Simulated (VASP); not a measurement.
Runs of VASP 6.6.1 on HfO2. The structure is that of space group Fm-3m (No. 225), or close to it. The cells are those of the table. 

```csv
task,level,cell,k mesh for the DOS,occupations for the DOS,gap on the mesh (eV),pressure (GPa)
single point,PBE,"a = 3.605 Å, angles 60.0°, 3 atoms",-,-,3.76,-3.6
single point,PBE,"a = 3.454 Å, angles 60.0°, 3 atoms",-,-,4.10,(b)
single point,PBE,"a = 3.640 Å, angles 60.0°, 3 atoms",-,-,3.68,-10.2
single point,PBE,"a = 3.531 Å, angles 60.0°, 3 atoms",-,-,3.92,13.1
single point,PBE,"a = 3.493 Å, angles 60.0°, 3 atoms",-,-,4.01,23.7
single point,PBEsol,"a = 3.605 Å, angles 60.0°, 3 atoms",-,-,3.63,(a)
single point,r2SCAN,"a = 3.605 Å, angles 60.0°, 3 atoms",-,-,4.25,-9.7
```

Alike in all rows: potentials or basis VASP PAW PBE potentials, release 64 (Hf_pv, O); no spin polarisation; k mesh 8 × 8 × 8; cutoff (eV) 520; smearing gaussian 0.02 eV.

Estimate the missing entries.

(a) -11.3; (b) 36.3.

Caveats: spin-orbit coupling is left out, which moves the levels of the heavy elements; the PAW data sets were made with another functional, which shifts forces and pressure a little (some runs).

A k mesh can miss the band edges, and the runs leave out spin-orbit coupling on Hf.
